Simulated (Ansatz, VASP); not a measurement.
**Ca in VASP and in Ansatz**

```
Ca
1.0
     0.00000    2.79420    2.79420
     2.79420    0.00000    2.79420
     2.79420    2.79420    0.00000
Ca
1
Direct
  0.00000 0.00000 0.00000
```

Alike in both runs: task relaxation of cell and atoms; functional r2SCAN; k mesh 12 × 12 × 12; occupations gaussian, width 0.1 eV; no spin polarisation.

|  | VASP | Ansatz |
| --- | --- | --- |
| version | VASP 6.6.1 | Ansatz 0.2.0 |
| potentials or method | VASP PAW PBE potentials, release 64 (Ca_sv), cutoff 600 eV | scalar-relativistic, plane waves, PAW |
| valence electrons in the cell | 10 | 10 |

VASP gave:

```
gap on the k mesh at the Fermi level, each at its own relaxed structure (eV) : none
relaxed volume (Å³/atom)                                                     : 43.39
relaxed cell length with the largest relative difference (Å)                 : 3.944
```

Problem. Which values does Ansatz return?

Solution. gap on the k mesh at the Fermi level, each at its own relaxed structure (eV): none; relaxed volume (Å³/atom): 43.16; relaxed cell length with the largest relative difference (Å): 3.937.

VASP's potentials were made for PBE, not for r2SCAN. A gap of «none» marks a metal or a gap that the smearing closes.
